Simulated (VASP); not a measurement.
# ZrHg (P4/mmm) in VASP: a series of runs

ZrHg is run at these levels: LDA; tasks: relaxation of cell and atoms, relaxation of shape and atoms at fixed volume.

Program: VASP 6.6.1. These are calculated values, not measurements. Logs are shortened: lines on timing, memory, paths and dates and some standing lists are left out, and cuts for length are marked.

## 1. The cell of the first run

It takes space group P4/mmm (No. 123, tetragonal). Conventional cell: a = 3.085 Å, b = 3.085 Å, c = 4.197 Å, α = 90.00°, β = 90.00°, γ = 90.00°. Within 4.0 Å of Zr (site symmetry 4/mmm) lie 8 Hg at 3.03 Å and 4 Zr at 3.08 Å. Within 4.0 Å of Hg (site symmetry 4/mmm) lie 8 Zr at 3.03 Å and 4 Hg at 3.08 Å.

## 2. Relaxation of cell and atoms, LDA, target pressure 3 GPa, at which the enthalpy is minimised

INCAR

```
ALGO     = Fast           # electronic algorithm
EDIFF    = 1E-7           # SCF threshold, eV
EDIFFG   = -0.001         # ionic threshold
ENCUT    = 600            # plane-wave cutoff, eV
GGA      = CA             # functional
IBRION   = 2              # ionic algorithm
ISIF     = 3              # what is computed and relaxed
ISMEAR   = -1             # smearing method
LASPH    = T              # aspherical terms in the spheres
LCHARG   = F              # write CHGCAR
LREAL    = F              # projectors in reciprocal space
LWAVE    = F              # write WAVECAR
NELM     = 80             # most SCF steps
NSW      = 80             # ionic steps
PREC     = Accurate       # precision mode
PSTRESS  = 30.0         
SIGMA    = 0.15           # smearing width, eV
```

KPOINTS

```
k-points
0
Gamma
  14 14 10
```

POSCAR

```
ZrHg
1.0
    3.0847426118      0.0000000000      0.0000000000
    0.0000000000      3.0847426118      0.0000000000
    0.0000000000      0.0000000000      4.1967569374
Zr Hg
1 1
Direct
    0.5000000000      0.5000000000      0.5000000000
    0.0000000000      0.0000000000      0.0000000000
```

Potentials or basis: VASP PAW LDA potentials, release 64 (Zr_sv, Hg).

On the command line:

```sh
cat potpaw_LDA.64/Zr_sv/POTCAR potpaw_LDA.64/Hg/POTCAR > POTCAR
mpirun -np 1 vasp_std > vasp.out
```

OUTCAR:

```text
EDIFF = 1E-7
   EDIFFG = -0.001
   ENCUT = 600
   GGA = CA
   IBRION = 2
   ISIF = 3
   ISMEAR = -1
   LASPH = T
   LREAL = F
   NELM = 80
   NSW = 80
   PREC = Accurate
   PSTRESS = 30.0

 ion  position               nearest neighbor table
   1  0.500  0.500  0.500-   2 3.03   2 3.03   2 3.03   2 3.03   2 3.03   2 3.03   2 3.03   2 3.03

   2  0.000  0.000  0.000-   1 3.03   1 3.03   1 3.03   1 3.03   1 3.03   1 3.03   1 3.03   1 3.03

  LATTYP: Found a simple tetragonal cell.
 ALAT       =     3.0847426118
 C/A-ratio  =     1.3604885287

  Lattice vectors:

 A1 = (   3.0847426118,   0.0000000000,   0.0000000000)
 A2 = (   0.0000000000,   3.0847426118,   0.0000000000)
 A3 = (   0.0000000000,   0.0000000000,   4.1967569374)

Analysis of symmetry for initial positions (statically):
=====================================================================
 Subroutine PRICEL returns:
 Original cell was already a primitive cell.

 Routine SETGRP: Setting up the symmetry group for a
 simple tetragonal supercell.

 Subroutine GETGRP returns: Found 16 space group operations
 (whereof 16 operations were pure point group operations)
 out of a pool of 16 trial point group operations.

The static configuration has the point symmetry D_4h.

Analysis of symmetry for dynamics (positions and initial velocities):
=====================================================================
 Subroutine PRICEL returns:
 Original cell was already a primitive cell.

 Routine SETGRP: Setting up the symmetry group for a
 simple tetragonal supercell.

 Subroutine GETGRP returns: Found 16 space group operations
 (whereof 16 operations were pure point group operations)
 out of a pool of 16 trial point group operations.

The dynamic configuration has the point symmetry D_4h.

 Subroutine INISYM returns: Found 16 space group operations
 (whereof 16 operations are pure point group operations),
 and found     1 'primitive' translations

----------------------------------------------------------------------------------------

                                     Primitive cell

  volume of cell :      39.9348

  direct lattice vectors                    reciprocal lattice vectors
     3.084742612  0.000000000  0.000000000     0.324176155  0.000000000  0.000000000
     0.000000000  3.084742612  0.000000000     0.000000000  0.324176155  0.000000000
     0.000000000  0.000000000  4.196756937     0.000000000  0.000000000  0.238279227

  length of vectors
     3.084742612  3.084742612  4.196756937     0.324176155  0.324176155  0.238279227

  position of ions in fractional coordinates (direct lattice)
     0.500000000  0.500000000  0.500000000
     0.000000000  0.000000000  0.000000000

  ion indices of the primitive-cell ions
   primitive index   ion index
                 1           1
                 2           2

----------------------------------------------------------------------------------------

 KPOINTS: k-points

Automatic generation of k-mesh.
 Grid dimensions read from file:
 generate k-points for:   14   14   10

 Generating k-lattice:

  Cartesian coordinates                     Fractional coordinates (reciprocal lattice)
     0.023155440  0.000000000  0.000000000     0.071428571  0.000000000  0.000000000
     0.000000000  0.023155440  0.000000000     0.000000000  0.071428571  0.000000000
     0.000000000  0.000000000  0.023827923     0.000000000  0.000000000  0.100000000

  Length of vectors
     0.023155440  0.023155440  0.023827923

  Shift w.r.t. Gamma in fractional coordinates (k-lattice)
     0.000000000  0.000000000  0.000000000

 Subroutine IBZKPT returns following result:
 ===========================================

 Found    216 irreducible k-points:

 Following reciprocal coordinates:
            Coordinates               Weight
  0.000000  0.000000  0.000000      1.000000
  0.071429  0.000000  0.000000      4.000000
  0.142857  0.000000  0.000000      4.000000
  0.214286  0.000000  0.000000      4.000000
  0.285714  0.000000  0.000000      4.000000
  0.357143  0.000000  0.000000      4.000000
[... 16 lines left out ...]
  0.285714  0.214286  0.000000      8.000000
  0.357143  0.214286  0.000000      8.000000
 [... further k-points ...]
   k-points           NKPTS =    216   k-points in BZ     NKDIM =    216   number of bands    NBANDS=     16
   number of dos      NEDOS =    301   number of ions     NIONS =      2
   total plane-waves  NPLWV =  28224
   dimension x,y,z NGX =    28 NGY =   28 NGZ =   36
   dimension x,y,z NGXF=    56 NGYF=   56 NGZF=   72
   ions per type =               1   1
   NGX,Y,Z   is equivalent  to a cutoff of  15.09, 15.09, 14.26 a.u.
   NGXF,Y,Z  is equivalent  to a cutoff of  30.18, 30.18, 28.52 a.u.
 SYSTEM =  unknown system
   PREC   = accura    normal or accurate (medium, high low for compatibility)
   ISTART =      0    job   : 0-new  1-cont  2-samecut
   ICHARG =      2    charge: 1-file 2-atom 10-const
   ISPIN  =      1    spin polarized calculation?
   LNONCOLLINEAR =      F non collinear calculations
   LSORBIT =      F    spin-orbit coupling
   LASPH  =      T    aspherical Exc in radial PAW
   ENCUT  =  600.0 eV  44.10 Ry    6.64 a.u.   6.16  6.16  8.38*2*pi/ulx,y,z
   NELM   =     80;   NELMIN=  2; NELMDL= -5     # of ELM steps
   EDIFF  = 0.1E-06   stopping-criterion for ELM
   LREAL  =      F    real-space projection
   EDIFFG = -.1E-02   stopping-criterion for IOM
   NSW    =     80    number of steps for IOM
   IBRION =      2    ionic relax: 0-MD 1-quasi-New 2-CG
   NFREE  =      1    steps in history (QN), initial steepest desc. (CG)
   ISIF   =      3    stress and relaxation
   ISYM   =      2    0-nonsym 1-usesym 2-fastsym
   POTIM  = 0.5000    time-step for ionic-motion
   TEBEG  =    0.0;   TEEND  =   0.0 temperature during run
   PSTRESS=   30.0 pullay stress
   NELECT =      24.0000    total number of electrons
   NUPDOWN=      -1.0000    fix difference up-down
   EMIN   =  10.00;   EMAX   =-10.00  energy-range for DOS
   EFERMI =   0.00;   METHOD = LEGACY
   ISMEAR =    -1;   SIGMA  =   0.15  broadening in eV -4-tet -1-fermi 0-gaus
   EFERMI_NEDOS =   21; number of points for ismear=-14 and -15
   IALGO  =     68    algorithm
   IMIX   =      4    mixing-type and parameters
     AMIX     =   0.40;   BMIX     =  1.00
     AMIX_MAG =   1.60;   BMIX_MAG =  1.00
  volume/ion in A,a.u.               =      19.97       134.75
  Fermi-wavevector in a.u.,A,eV,Ry     =   1.381533  2.610719 25.968545  1.908634
  Thomas-Fermi vector in A             =   2.506309
   LORBIT       =      0    0 simple, 1 ext, 2 COOP (PROOUT), +10 PAW based schemes
   GGA     = CA    functional components
   LHFCALC =     F    Hartree Fock is set to
   AEXX    =    0.0000 exact exchange contribution
   IVDW    =     0    specifies the selected vdW correction
   LEPSILON=     F    determine dielectric tensor
   LRPA    =     F    only Hartree local field effects (RPA)
 conjugate gradient relaxation of ions
 non-spin polarized calculation
 RMM-DIIS sequential band-by-band and
  energy-cutoff  :      600.00
  volume of cell :       39.93
 maximum number of plane-waves:      1360
 NGX is ok and might be reduce to    28
   NGX = 13   NGY = 13   NGZ = 17

--------------------------------------- Ionic step        1  -------------------------------------------

 number of electron      24.0000001 magnetization

 Free energy of the ion-electron system (eV)
  ---------------------------------------------------
  ext. energy  EPLUGINS =         0.00000000
  ---------------------------------------------------
  free energy    TOTEN  =       -11.01770071 eV

  energy without entropy =      -10.88387302  energy(sigma->0) =      -10.95078687

------------------------ aborting loop because EDIFF is reached ----------------------------------------

  FORCE on cell =-STRESS in cart. coord.  units (eV):
  Direction    XX          YY          ZZ          XY          YZ          ZX
  --------------------------------------------------------------------------------------
  -------------------------------------------------------------------------------------
  Total        0.2108839      0.2108839      0.2411962      0.0000000      0.0000000      0.0000000
  in kB        8.4606220      8.4606220      9.6767472      0.0000000      0.0000000      0.0000000
  external PRESSURE =     -21.1340029 kB  Pullay stress =      30.0000000 kB

 VOLUME and BASIS-vectors are now :
 -----------------------------------------------------------------------------
  energy-cutoff  :      600.00
  volume of cell :       39.93
      direct lattice vectors                 reciprocal lattice vectors
     3.084742612  0.000000000  0.000000000     0.324176155  0.000000000  0.000000000
     0.000000000  3.084742612  0.000000000     0.000000000  0.324176155  0.000000000
     0.000000000  0.000000000  4.196756937     0.000000000  0.000000000  0.238279227
[... 236 lines left out ...]
  FREE ENERGIE OF THE ION-ELECTRON SYSTEM (eV)
  ---------------------------------------------------
  free  energy   TOTEN  =       -11.0104884744 eV

  energy  without entropy=      -10.8797314814  energy(sigma->0) =      -10.94510998

  enthalpy is  TOTEN    =       -10.2742806871 eV   P V=        0.7362077873

--------------------------------------- Ionic step        8  -------------------------------------------

 number of electron      24.0000001 magnetization

 Free energy of the ion-electron system (eV)
  ---------------------------------------------------
  ext. energy  EPLUGINS =         0.00000000
  ---------------------------------------------------
  free energy    TOTEN  =       -11.01006292 eV

  energy without entropy =      -10.87938505  energy(sigma->0) =      -10.94472398

 E-fermi :   7.6174     XC(G=0): -12.1667

 val. band max:        7.6146539153   @ k =   0.4286   0.1429   0.1000
 cond. band min:       7.6216323919   @ k =   0.4286   0.0714   0.4000
 fundamental gap:      0.0069784766
 Fermi energy:         7.6174381898

 k-point     1 :       0.0000    0.0000    0.0000
  band No.  band energies     occupation
      1     -40.9226      2.00000
      2     -19.2442      2.00000
      3     -18.6794      2.00000
      4     -18.6794      2.00000
      5      -1.6916      2.00000
      6      -1.0180      2.00000
[... 8 lines left out ...]
     15      11.1812      0.00000
     16      12.2989      0.00000
[... 419 lines left out ...]
 k-point    24 :       0.3571    0.2143    0.0000
  band No.  band energies     occupation
      1     -40.8236      2.00000
      2     -19.3003      2.00000
      3     -19.1367      2.00000
      4     -18.9291      2.00000
      5      -0.3078      2.00000
      6      -0.3041      2.00000
[... 8 lines left out ...]
     15      10.0908      0.00000
     16      12.5954      0.00000

 [... further k-points ...]
[... 5 lines left out ...]
  --------------------------------------------------------------------------------------
  -------------------------------------------------------------------------------------
  Total        0.7363217      0.7363217      0.7357436      0.0000000      0.0000000      0.0000000
  in kB       30.0222202     30.0222202     29.9986498      0.0000000      0.0000000      0.0000000
  external PRESSURE =       0.0143634 kB  Pullay stress =      30.0000000 kB

 VOLUME and BASIS-vectors are now :
 -----------------------------------------------------------------------------
  energy-cutoff  :      600.00
  volume of cell :       39.29
      direct lattice vectors                 reciprocal lattice vectors
     3.062065398  0.000000000  0.000000000     0.326576957  0.000000000  0.000000000
     0.000000000  3.062065398 -0.000000000     0.000000000  0.326576957  0.000000000
     0.000000000 -0.000000000  4.190891845     0.000000000  0.000000000  0.238612696

 POSITION                                       TOTAL-FORCE (eV/Angst)
 -----------------------------------------------------------------------------------
      1.53103      1.53103      2.09545         0.000000     -0.000000      0.000000
      0.00000     -0.00000      4.19089         0.000000      0.000000      0.000000
 -----------------------------------------------------------------------------------
    total drift:                                0.000000      0.000000      0.000000

  FREE ENERGIE OF THE ION-ELECTRON SYSTEM (eV)
  ---------------------------------------------------
  free  energy   TOTEN  =       -11.0100629154 eV

  energy  without entropy=      -10.8793850464  energy(sigma->0) =      -10.94472398

  enthalpy is  TOTEN    =       -10.2742861840 eV   P V=        0.7357767314

 reached required accuracy - stopping structural energy minimisation
```

It took 11 min on 1 thread of Intel Xeon Platinum 8488C (Sapphire Rapids), shared host; peak memory 0.32 GiB.

What came out:

```
Free energy                                                : -11.0101 eV
Relaxed volume                                             : 19.65 Å³/atom
Relaxed cell                                               : a = 3.062 Å, b = 3.062 Å, c = 4.191 Å, α = 90.00°, β = 90.00°, γ = 90.00°
Space group after relaxing (to 0.1 Å)                      : P4/mmm (No. 123)
Energy change on relaxing (the run minimises the enthalpy) : +3.8 meV/atom
Ionic steps                                                : 8
Pressure after relaxing                                    : 3.0 GPa
Band gap on the k mesh                                     : zero (bands 12 and 13 overlap by 1.54 eV)
```

Step by step:
```csv
step,energy change (eV),largest force (eV/Å),pressure (GPa),volume (Å³)
1,0.0000,0.0000,0.89,39.93
2,0.0329,0.0000,6.33,38.43
3,0.0074,0.0000,2.99,39.32
4,0.0077,0.0000,3.02,39.30
5,0.0077,0.0000,3.03,39.30
6,0.0078,0.0000,3.04,39.29
7,0.0072,0.0000,2.93,39.32
8,0.0076,0.0000,3.00,39.29
```

Final structure:
```yaml
crystal:
  lattice:
    - [3.06207, 0.00000, 0.00000]
    - [0.00000, 3.06207, 0.00000]
    - [0.00000, 0.00000, 4.19089]
  atoms:
    - { symbol: Zr, position: [0.50000, 0.50000, 0.50000] }
    - { symbol: Hg, position: [0.00000, 0.00000, 0.00000] }
```

Levels at points of the mesh, in eV from the Fermi level:
| k point | band 10 | band 11 | band 12 | band 13 | band 14 | band 15 |
| --- | --- | --- | --- | --- | --- | --- |
| (0.00, 0.00, 0.00) | -6.76 | -0.96 | -0.66 | 1.42 | 3.56 | 3.56 |
| (0.50, 0.00, 0.00) | -3.87 | -3.57 | -1.69 | -0.71 | 1.83 | 3.32 |
| (0.50, 0.50, 0.00) | -2.90 | 0.61 | 0.61 | 1.72 | 1.72 | 2.11 |
| (0.00, 0.00, 0.50) | -6.50 | -4.61 | -1.32 | 1.07 | 2.09 | 2.09 |
| (0.50, 0.00, 0.50) | -4.26 | -1.44 | -0.52 | 0.03 | 2.62 | 3.24 |
| (0.50, 0.50, 0.50) | -3.01 | -2.29 | -2.29 | 0.26 | 2.85 | 6.37 |

Caveat: the cell is relaxed towards a set pressure, so the run minimises the enthalpy, not the energy; spin-orbit coupling is left out, which moves the levels of the heavy elements.

## 3. Relaxation of shape and atoms at fixed volume, LDA (20.37 Å³/atom)

This run uses another cell than the first one, of 20.37 Å³/atom.

INCAR

```
PREC = Accurate
ENCUT = 600
EDIFF = 1E-6
ISMEAR = -1
SIGMA = 0.15
LREAL = False
LASPH = True
NELM = 80
ALGO = Fast
ISIF = 4
LWAVE = False
LCHARG = False
IBRION = 2
NSW = 80
EDIFFG = -0.001
```

KPOINTS

```
Automatic mesh
0
Gamma
  14 14 10
```

POSCAR

```
ZrHg
1.0
    3.1051719662      0.0000000000      0.0000000000
    0.0000000000      3.1051719662      0.0000000000
    0.0000000000      0.0000000000      4.2245508397
Zr Hg
1 1
Direct
    0.5000000000      0.5000000000      0.5000000000
    0.0000000000      0.0000000000      0.0000000000
```

Potentials or basis: VASP PAW LDA potentials, release 64 (Zr_sv, Hg).

On the command line:

```sh
cat potpaw_LDA.64/Zr_sv/POTCAR potpaw_LDA.64/Hg/POTCAR > POTCAR
mpirun -np 1 vasp_std > vasp.out
```

Wall time 4.5 min (1 thread of Intel Xeon Platinum 8488C (Sapphire Rapids), shared host); peak memory 0.31 GiB.

Results (log left out):

| Property | Result |
| --- | --- |
| Free energy | -11.0161 eV |
| Energy gained by relaxing | 0.0 meV/atom |
| Ionic steps | 7 |
| Pressure after relaxing | -1.5 GPa |
| Band gap on the k mesh | zero (bands 12 and 13 overlap by 1.46 eV) |

Final structure:
```
Zr Hg
1.0
     3.10794    0.00000    0.00000
     0.00000    3.10794    0.00000
     0.00000    0.00000    4.21702
Zr Hg
1 1
Direct
  0.50000 0.50000 0.50000
  0.00000 0.00000 0.00000
```

Levels at points of the mesh, in eV from the Fermi level:
```csv
k point,band 9,band 10,band 11,band 12,band 13,band 14,band 15,band 16
"(0.00, 0.00, 0.00)",-7.17,-6.70,-0.89,-0.63,1.45,3.40,3.40,4.44
"(0.50, 0.00, 0.00)",-7.00,-3.76,-3.64,-1.54,-0.65,1.75,3.17,6.32
"(0.50, 0.50, 0.00)",-6.07,-2.91,0.57,0.57,1.65,1.65,1.96,4.56
"(0.00, 0.00, 0.50)",-6.69,-6.38,-4.51,-1.22,1.13,1.99,1.99,4.34
"(0.50, 0.00, 0.50)",-7.10,-4.26,-1.36,-0.50,-0.03,2.51,3.10,3.46
"(0.50, 0.50, 0.50)",-6.07,-2.84,-2.18,-2.18,0.07,2.78,6.03,7.01
```

Caveat: spin-orbit coupling is left out, which moves the levels of the heavy elements.
